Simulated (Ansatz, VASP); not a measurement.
# Two plane-wave programs on AlBAs2

The input INCAR:

```
SYSTEM = AlBAs2
PREC     = Accurate       ! precision mode
ENCUT    = 520            ! plane-wave cutoff, eV
EDIFF    = 1E-6           ! SCF threshold, eV
ISMEAR   = -1             ! smearing method
SIGMA    = 0.02           ! smearing width, eV
LREAL    = .False.        ! projectors in reciprocal space
LASPH    = .True.         ! aspherical terms in the spheres
NELM     = 100            ! most SCF steps
ALGO     = Normal         ! electronic algorithm
ISIF     = 2              ! what is computed and relaxed
LWAVE    = .False.        ! write WAVECAR
LCHARG   = .True.         ! write CHGCAR
GGA      = PE             ! functional
LELF     = .True.         ! ELF
LVHAR    = .True.       
NBANDS   = 16             ! bands
```

The input KPOINTS:

```
Automatic mesh
0
Gamma
  8 8 6
  0 0 0
```

File POSCAR:

```
AlBAs2
1.0
    3.6974923786      0.0000000000      0.0000000000
    0.0000000000      3.6974923786      0.0000000000
    0.0000000000      0.0000000000      5.3793086864
B As Al
1 2 1
Direct
    0.0000000000      0.0000000000      0.0000000000
    0.0000000000      0.5000000000      0.2134179963
    0.5000000000      0.0000000000      0.7865820037
    0.5000000000      0.5000000000      0.5000000000
```

Input for Ansatz:

```yaml
crystal:
  lattice:
    - [3.6974923786, 0.0, 0.0]
    - [0.0, 3.6974923786, 0.0]
    - [0.0, 0.0, 5.3793086864]
  atoms:
    - { symbol: B, position: [0.0, 0.0, 0.0] }
    - { symbol: As, position: [0.0, 0.5, 0.2134179963] }
    - { symbol: Al, position: [0.5, 0.5, 0.5] }
    - { symbol: As, position: [0.5, 0.0, 0.7865820037] }
kpoints:
  mp_grid: { grid: [8, 8, 6] }
  band_path:
    path:
      - [0.0, 0.0, 0.0]
      - [0.0, 0.5, 0.0]
      - [0.5, 0.5, 0.0]
      - [0.0, 0.0, 0.5]
      - [0.0, 0.5, 0.5]
      - [0.5, 0.5, 0.5]
    npoints: 1
hamiltonian:
  xc: pbe
scf:
  occupations: { method: fermi_dirac, width: 0.02 }
  n_extra_bands: 5
output:
  forces: true
  stress: true
  eigenvalues: true
  write_density: true
  write_potential: true
  elf: true
  volumetric_format: npy
```

Change from the starting cell: epitaxial_xy strain +1.0%.

Alike in both runs: task single point; functional PBE; k mesh 8 × 8 × 6; occupations fermi-dirac, width 0.02 eV; no spin polarisation.

|  | VASP | Ansatz |
| --- | --- | --- |
| version | VASP 6.6.1 | Ansatz 0.2.0 |
| potentials or method | VASP PAW PBE potentials, release 64 (B, As, Al) | plane waves, PAW |
| plane-wave cutoff (eV) | 520 | 420 |
| valence electrons in the cell | 16 | 36 |

Ansatz gave:

- pressure (GPa): 0.7
- rms of the force components (eV/Å): 0.061

Question: Estimate VASP's values.

Answer: Pressure (GPa): 1.0; rms of the force components (eV/Å): 0.058.

With one functional, cell and mesh, what is left measures potentials, basis and numerics. VASP's potentials hold 16 valence electrons a cell and Ansatz's 36, so a difference there can come from the potentials and not from the codes.
